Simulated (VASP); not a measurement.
# ZrC (P6_3/mmc) in VASP: a series of runs

Runs on ZrC. Level: PBE. Tasks: single point.

Program: VASP 6.6.1. These are calculated values, not measurements. Logs are shortened: lines on timing, memory, paths and dates and some standing lists are left out, and cuts for length are marked.

## 1. The cell of the first run

Symmetry: P6_3/mmc, No. 194, hexagonal system. The conventional cell has a = 3.376 Å, b = 3.376 Å, c = 5.282 Å, α = 90.00°, β = 90.00°, γ = 120.00°. Zr (site symmetry -6m2) has 6 C at 2.35 Å within 3.1 Å. Within 3.1 Å of C (site symmetry -3m) lie 6 Zr at 2.35 Å and 2 C at 2.64 Å.

## 2. Single point, PBE

File INCAR:

```
ALGO = Normal ; EDIFF = 1E-6
ENCUT = 520 ; GGA = PE
ISIF = 2 ; ISMEAR = 0
LASPH = T ; LCHARG = F
LREAL = F ; LWAVE = F
NBANDS = 24 ; NELM = 100
PREC = Accurate ; SIGMA = 0.15
```

File KPOINTS:

```
k-points
0
Gamma
  18 18 10
```

File POSCAR:

```
ZrC
1.0
    3.3757605690      0.0000000000      0.0000000000
   -1.6878802845      2.9234944098      0.0000000000
    0.0000000000      0.0000000000      5.2822970730
Zr C
2 2
Direct
    0.3333333333      0.6666666667      0.2500000000
    0.6666666667      0.3333333333      0.7500000000
    0.0000000000      0.0000000000      0.0000000000
    0.0000000000      0.0000000000      0.5000000000
```

Potentials or basis: VASP PAW PBE potentials, release 64 (Zr_sv, C).

Command:

```console
cat potpaw_PBE.64/Zr_sv/POTCAR potpaw_PBE.64/C/POTCAR > POTCAR
mpirun -np 1 vasp_std > vasp.out
```

OUTCAR:

```text
EDIFF = 1E-6
   ENCUT = 520
   GGA = PE
   ISIF = 2
   ISMEAR = 0
   LASPH = T
   LREAL = F
   NELM = 100
   PREC = Accurate

 ion  position               nearest neighbor table
   1  0.333  0.667  0.250-   3 2.35   4 2.35   3 2.35   4 2.35   3 2.35   4 2.35   2 3.28   2 3.28
                             2 3.28   2 3.28   2 3.28   2 3.28
   2  0.667  0.333  0.750-   3 2.35   4 2.35   3 2.35   4 2.35   3 2.35   4 2.35   1 3.28   1 3.28
                             1 3.28   1 3.28   1 3.28   1 3.28
   3  0.000  0.000  0.000-   1 2.35   2 2.35   1 2.35   2 2.35   2 2.35   1 2.35
   4  0.000  0.000  0.500-   1 2.35   2 2.35   1 2.35   2 2.35   2 2.35   1 2.35

  LATTYP: Found a hexagonal cell.
 ALAT       =     3.3757605690
 C/A-ratio  =     1.5647724313

  Lattice vectors:

 A1 = (   3.3757605690,   0.0000000000,   0.0000000000)
 A2 = (  -1.6878802845,   2.9234944098,   0.0000000000)
 A3 = (   0.0000000000,   0.0000000000,   5.2822970730)

Analysis of symmetry for initial positions (statically):
=====================================================================
 Subroutine PRICEL returns:
 Original cell was already a primitive cell.

 Routine SETGRP: Setting up the symmetry group for a
 hexagonal supercell.

 Subroutine GETGRP returns: Found 24 space group operations
 (whereof 12 operations were pure point group operations)
 out of a pool of 24 trial point group operations.

The static configuration has the point symmetry D_3d.
 The point group associated with its full space group is D_6h.

Analysis of symmetry for dynamics (positions and initial velocities):
=====================================================================
 Subroutine PRICEL returns:
 Original cell was already a primitive cell.

 Routine SETGRP: Setting up the symmetry group for a
 hexagonal supercell.

 Subroutine GETGRP returns: Found 24 space group operations
 (whereof 12 operations were pure point group operations)
 out of a pool of 24 trial point group operations.

The dynamic configuration has the point symmetry D_3d.
 The point group associated with its full space group is D_6h.

 Subroutine INISYM returns: Found 24 space group operations
 (whereof 12 operations are pure point group operations),
 and found     1 'primitive' translations

----------------------------------------------------------------------------------------

                                     Primitive cell

  volume of cell :      52.1311

  direct lattice vectors                    reciprocal lattice vectors
     3.375760569  0.000000000  0.000000000     0.296229540  0.171028205  0.000000000
    -1.687880285  2.923494410  0.000000000     0.000000000  0.342056409  0.000000000
     0.000000000  0.000000000  5.282297073     0.000000000  0.000000000  0.189311579

  length of vectors
     3.375760569  3.375760569  5.282297073     0.342056409  0.342056409  0.189311579

  position of ions in fractional coordinates (direct lattice)
     0.333333333  0.666666667  0.250000000
     0.666666667  0.333333333  0.750000000
     0.000000000  0.000000000  0.000000000
     0.000000000  0.000000000  0.500000000

  ion indices of the primitive-cell ions
   primitive index   ion index
                 1           1
                 2           2
                 3           3
                 4           4

----------------------------------------------------------------------------------------

 KPOINTS: k-points

Automatic generation of k-mesh.
 Grid dimensions read from file:
 generate k-points for:   18   18   10

 Generating k-lattice:

  Cartesian coordinates                     Fractional coordinates (reciprocal lattice)
     0.016457197  0.009501567  0.000000000     0.055555556 -0.000000000  0.000000000
     0.000000000  0.019003134  0.000000000     0.000000000  0.055555556  0.000000000
     0.000000000  0.000000000  0.018931158     0.000000000  0.000000000  0.100000000

  Length of vectors
     0.019003134  0.019003134  0.018931158

  Shift w.r.t. Gamma in fractional coordinates (k-lattice)
     0.000000000  0.000000000  0.000000000

 Subroutine IBZKPT returns following result:
 ===========================================

 Found    222 irreducible k-points:

 Following reciprocal coordinates:
            Coordinates               Weight
  0.000000  0.000000  0.000000      1.000000
  0.055556  0.000000  0.000000      6.000000
  0.111111  0.000000  0.000000      6.000000
  0.166667  0.000000  0.000000      6.000000
  0.222222  0.000000  0.000000      6.000000
  0.277778  0.000000  0.000000      6.000000
[... 16 lines left out ...]
  0.333333  0.111111  0.000000     12.000000
  0.388889  0.111111  0.000000     12.000000
 [... further k-points ...]
   k-points           NKPTS =    222   k-points in BZ     NKDIM =    222   number of bands    NBANDS=     24
   number of dos      NEDOS =    301   number of ions     NIONS =      4
   total plane-waves  NPLWV =  31360
   dimension x,y,z NGX =    28 NGY =   28 NGZ =   40
   dimension x,y,z NGXF=    56 NGYF=   56 NGZF=   80
   ions per type =               2   2
   NGX,Y,Z   is equivalent  to a cutoff of  13.79, 13.79, 12.59 a.u.
   NGXF,Y,Z  is equivalent  to a cutoff of  27.58, 27.58, 25.18 a.u.
 SYSTEM =  unknown system
   PREC   = accura    normal or accurate (medium, high low for compatibility)
   ISTART =      0    job   : 0-new  1-cont  2-samecut
   ICHARG =      2    charge: 1-file 2-atom 10-const
   ISPIN  =      1    spin polarized calculation?
   LNONCOLLINEAR =      F non collinear calculations
   LSORBIT =      F    spin-orbit coupling
   LASPH  =      T    aspherical Exc in radial PAW
   ENCUT  =  520.0 eV  38.22 Ry    6.18 a.u.   6.28  6.28  9.82*2*pi/ulx,y,z
   NELM   =    100;   NELMIN=  2; NELMDL= -5     # of ELM steps
   EDIFF  = 0.1E-05   stopping-criterion for ELM
   LREAL  =      F    real-space projection
   EDIFFG = 0.1E-04   stopping-criterion for IOM
   NSW    =      0    number of steps for IOM
   IBRION =     -1    ionic relax: 0-MD 1-quasi-New 2-CG
   NFREE  =      0    steps in history (QN), initial steepest desc. (CG)
   ISIF   =      2    stress and relaxation
   ISYM   =      2    0-nonsym 1-usesym 2-fastsym
   POTIM  = 0.5000    time-step for ionic-motion
   TEBEG  =    0.0;   TEEND  =   0.0 temperature during run
   PSTRESS=    0.0 pullay stress
   NELECT =      32.0000    total number of electrons
   NUPDOWN=      -1.0000    fix difference up-down
   EMIN   =  10.00;   EMAX   =-10.00  energy-range for DOS
   EFERMI =   0.00;   METHOD = LEGACY
   ISMEAR =     0;   SIGMA  =   0.15  broadening in eV -4-tet -1-fermi 0-gaus
   EFERMI_NEDOS =   21; number of points for ismear=-14 and -15
   IALGO  =     38    algorithm
   IMIX   =      4    mixing-type and parameters
     AMIX     =   0.40;   BMIX     =  1.00
     AMIX_MAG =   1.60;   BMIX_MAG =  1.00
  volume/ion in A,a.u.               =      13.03        87.95
  Fermi-wavevector in a.u.,A,eV,Ry     =   1.391316  2.629207 26.337633  1.935761
  Thomas-Fermi vector in A             =   2.515167
   LORBIT       =      0    0 simple, 1 ext, 2 COOP (PROOUT), +10 PAW based schemes
   GGA     = PE    functional components
   LHFCALC =     F    Hartree Fock is set to
   AEXX    =    0.0000 exact exchange contribution
   IVDW    =     0    specifies the selected vdW correction
   LEPSILON=     F    determine dielectric tensor
   LRPA    =     F    only Hartree local field effects (RPA)
 non-spin polarized calculation
 Gauss-broadening in eV      SIGMA  =   0.15
  energy-cutoff  :      520.00
  volume of cell :       52.13
 maximum number of plane-waves:      1428
 NGX is ok and might be reduce to    28
   NGX = 13   NGY = 13   NGZ = 19

 number of electron      32.0000001 magnetization

 Free energy of the ion-electron system (eV)
  ---------------------------------------------------
  ext. energy  EPLUGINS =         0.00000000
  ---------------------------------------------------
  free energy    TOTEN  =       -38.25538899 eV

  energy without entropy =      -38.24875021  energy(sigma->0) =      -38.25206960

 E-fermi :   9.9688     XC(G=0): -12.1163

 val. band max:        9.9578816841   @ k =   0.3889   0.2222   0.0000
 cond. band min:       9.9828730195   @ k =   0.2778   0.2778   0.1000
 fundamental gap:      0.0249913354
 Fermi energy:         9.9688348887

 k-point     1 :       0.0000    0.0000    0.0000
  band No.  band energies     occupation
      1     -38.4567      2.00000
      2     -38.3396      2.00000
      3     -17.0263      2.00000
      4     -16.3020      2.00000
      5     -16.3020      2.00000
      6     -16.2031      2.00000
[... 16 lines left out ...]
     23      14.2954      0.00000
     24      17.3181      0.00000

 k-point     2 :       0.0556    0.0000    0.0000
  band No.  band energies     occupation
      1     -38.4542      2.00000
      2     -38.3387      2.00000
      3     -17.0171      2.00000
      4     -16.3210      2.00000
      5     -16.3095      2.00000
      6     -16.2208      2.00000
[... 16 lines left out ...]
     23      14.4533      0.00000
     24      17.1889      0.00000

 k-point     3 :       0.1111    0.0000    0.0000
  band No.  band energies     occupation
      1     -38.4470      2.00000
      2     -38.3362      2.00000
      3     -16.9901      2.00000
      4     -16.3760      2.00000
      5     -16.3298      2.00000
      6     -16.2707      2.00000
[... 16 lines left out ...]
     23      14.8916      0.00000
     24      16.7960      0.00000

 k-point     4 :       0.1667    0.0000    0.0000
  band No.  band energies     occupation
      1     -38.4357      2.00000
      2     -38.3324      2.00000
      3     -16.9470      2.00000
      4     -16.4611      2.00000
      5     -16.3587      2.00000
      6     -16.3440      2.00000
[... 16 lines left out ...]
     23      15.4493      0.00000
     24      16.2026      0.00000

 k-point     5 :       0.2222    0.0000    0.0000
  band No.  band energies     occupation
      1     -38.4214      2.00000
      2     -38.3282      2.00000
      3     -16.8906      2.00000
      4     -16.5658      2.00000
      5     -16.4303      2.00000
      6     -16.3917      2.00000
[... 16 lines left out ...]
     23      15.7055      0.00000
     24      15.7419      0.00000

 k-point     6 :       0.2778    0.0000    0.0000
  band No.  band energies     occupation
      1     -38.4054      2.00000
      2     -38.3244      2.00000
      3     -16.8248      2.00000
      4     -16.6765      2.00000
      5     -16.5188      2.00000
      6     -16.4249      2.00000
[... 16 lines left out ...]
     23      15.8672      0.00000
     24      15.9464      0.00000
[... 379 lines left out ...]
 k-point    21 :       0.2222    0.1111    0.0000
  band No.  band energies     occupation
      1     -38.4003      2.00000
      2     -38.3234      2.00000
      3     -16.8035      2.00000
      4     -16.6757      2.00000
      5     -16.5778      2.00000
      6     -16.4040      2.00000
[... 16 lines left out ...]
     23      15.6462      0.00000
     24      15.9566      0.00000

 k-point    22 :       0.2778    0.1111    0.0000
  band No.  band energies     occupation
      1     -38.3849      2.00000
      2     -38.3214      2.00000
      3     -16.7733      2.00000
      4     -16.7350      2.00000
      5     -16.6272      2.00000
      6     -16.4538      2.00000
[... 16 lines left out ...]
     23      15.5360      0.00000
     24      15.9812      0.00000

 k-point    23 :       0.3333    0.1111    0.0000
  band No.  band energies     occupation
      1     -38.3710      2.00000
      2     -38.3210      2.00000
      3     -16.8510      2.00000
      4     -16.6685      2.00000
      5     -16.6667      2.00000
      6     -16.4949      2.00000
[... 16 lines left out ...]
     23      15.3890      0.00000
     24      15.8485      0.00000

 k-point    24 :       0.3889    0.1111    0.0000
  band No.  band energies     occupation
      1     -38.3607      2.00000
      2     -38.3220      2.00000
      3     -16.9009      2.00000
      4     -16.6923      2.00000
      5     -16.6149      2.00000
      6     -16.5217      2.00000
[... 16 lines left out ...]
     23      15.2782      0.00000
     24      15.6937      0.00000

 [... further k-points ...]
[... 5 lines left out ...]
  --------------------------------------------------------------------------------------
  -------------------------------------------------------------------------------------
  Total        0.0071167      0.0071167      0.2389258      0.0000000     -0.0000000      0.0000000
  in kB        0.2187209      0.2187209      7.3430580      0.0000000     -0.0000000      0.0000000
  external PRESSURE =       2.5934999 kB  Pullay stress =       0.0000000 kB

 VOLUME and BASIS-vectors are now :
 -----------------------------------------------------------------------------
  energy-cutoff  :      520.00
  volume of cell :       52.13
      direct lattice vectors                 reciprocal lattice vectors
     3.375760569  0.000000000  0.000000000     0.296229540  0.171028205  0.000000000
    -1.687880285  2.923494410  0.000000000     0.000000000  0.342056409  0.000000000
     0.000000000  0.000000000  5.282297073     0.000000000  0.000000000  0.189311579

 POSITION                                       TOTAL-FORCE (eV/Angst)
 -----------------------------------------------------------------------------------
     -0.00000      1.94900      1.32057         0.000000     -0.000000      0.000000
      1.68788      0.97450      3.96172        -0.000000      0.000000      0.000000
      0.00000      0.00000      0.00000         0.000000      0.000000      0.000000
      0.00000      0.00000      2.64115         0.000000      0.000000      0.000000
 -----------------------------------------------------------------------------------
    total drift:                               -0.000000      0.000000     -0.000000

  FREE ENERGIE OF THE ION-ELECTRON SYSTEM (eV)
  ---------------------------------------------------
  free  energy   TOTEN  =       -38.2553889920 eV

  energy  without entropy=      -38.2487502082  energy(sigma->0) =      -38.25206960
```

Run time: 3.1 min. Hardware: 1 thread of AMD EPYC 9R45 (Zen 5), shared host; peak memory 0.32 GiB.

What came out:

```yaml
Free_energy: -38.2554 eV
Pressure: 0.3 GPa
Band_gap_on_the_k_mesh: zero (band 16 reaches 10.84 eV, above the bottom of band 17 at 9.77 eV)
```

Stress tensor (GPa, compression positive):
```
0.02 0.00 0.00
0.00 0.02 0.00
0.00 0.00 0.73
```

## 3. Single point, PBE

This run uses another cell than the first one, of 13.17 Å³/atom, 1.011 times its volume.

File INCAR:

```
PREC     = Accurate       # precision mode
ENCUT    = 520            # plane-wave cutoff, eV
EDIFF    = 1E-7           # SCF threshold, eV
ISMEAR   = 0              # smearing method
SIGMA    = 0.1            # smearing width, eV
LREAL    = F              # projectors in reciprocal space
LASPH    = T              # aspherical terms in the spheres
NELM     = 100            # most SCF steps
ALGO     = Normal         # electronic algorithm
ISIF     = 2              # what is computed and relaxed
LWAVE    = F              # write WAVECAR
LCHARG   = F              # write CHGCAR
GGA      = PE             # functional
NBANDS   = 24             # bands
```

File KPOINTS:

```
Automatic mesh
0
Gamma
  6 6 4
```

File POSCAR:

```
ZrC
1.0
    3.3914762718      0.0000000000      0.0000000000
   -1.6957381359      2.9371046077      0.0000000000
    0.0000000000      0.0000000000      5.2900530000
Zr C
2 2
Direct
    0.3333333300      0.6666666700      0.2500000000
    0.6666666700      0.3333333300      0.7500000000
    0.0000000000      0.0000000000      0.0000000000
    0.0000000000      0.0000000000      0.5000000000
```

Potentials or basis: VASP PAW PBE potentials, release 64 (Zr_sv, C).

Command:

```console
cat potpaw_PBE.64/Zr_sv/POTCAR potpaw_PBE.64/C/POTCAR > POTCAR
mpirun -np 1 vasp_std > vasp.out
```

Run time: 24 s. Hardware: 1 thread of AMD EPYC 9R45 (Zen 5), shared host; peak memory 0.15 GiB.

Results (log left out):

```
Free energy            : -38.2494 eV
Pressure               : -2.0 GPa
Band gap on the k mesh : zero (band 16 reaches 10.71 eV, above the bottom of band 17 at 9.42 eV)
```

Stress tensor (GPa, compression positive):
```
-3.27  0.00  0.00
 0.00 -3.27  0.00
 0.00  0.00  0.56
```

Levels at points of the mesh, in eV from the Fermi level:
| k point | band 12 | band 13 | band 14 | band 15 | band 16 | band 17 | band 18 | band 19 | band 20 | band 21 |
| --- | --- | --- | --- | --- | --- | --- | --- | --- | --- | --- |
| (0.00, 0.00, 0.00) | -2.52 | -2.52 | -0.81 | -0.81 | 1.24 | 1.53 | 1.53 | 1.92 | 1.92 | 2.63 |
| (0.50, 0.00, 0.00) | -3.16 | -2.91 | -2.56 | -1.20 | -0.51 | 1.79 | 4.35 | 4.51 | 4.51 | 4.96 |
| (0.00, 0.00, 0.50) | -2.40 | -2.14 | -2.14 | -2.14 | -2.14 | 3.66 | 3.66 | 3.66 | 3.66 | 4.21 |
| (0.50, 0.00, 0.50) | -3.28 | -2.43 | -2.43 | -1.83 | -1.83 | 1.74 | 1.74 | 4.28 | 4.28 | 4.97 |
